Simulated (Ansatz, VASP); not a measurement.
BP: VASP beside Ansatz

```xyz
2
Lattice="0.0000 2.2053 2.2053 2.2053 0.0000 2.2053 2.2053 2.2053 0.0000" Properties=species:S:1:pos:R:3 pbc="T T T"
B     0.0000    0.0000    0.0000
P     1.1027    1.1027    1.1027
```

Alike in both runs: task single point; functional PBE; k mesh 10 × 10 × 10; no spin polarisation.

```csv
,VASP,Ansatz
version,VASP 6.6.1,Ansatz 0.2.0
potentials or method,"VASP PAW PBE potentials, release 64 (B, P), cutoff 500 eV","scalar-relativistic, plane waves, PAW"
occupations,"gaussian, width 0.01 eV",fixed
valence electrons in the cell,8,8
```

```csv
,VASP,Ansatz,Ansatz less VASP
gap on the k mesh at the Fermi level (eV),1.12,1.13,+0.006
least direct gap on the mesh (eV),3.54,3.55,+0.005
pressure (GPa),17.5,17.8,+0.32
```
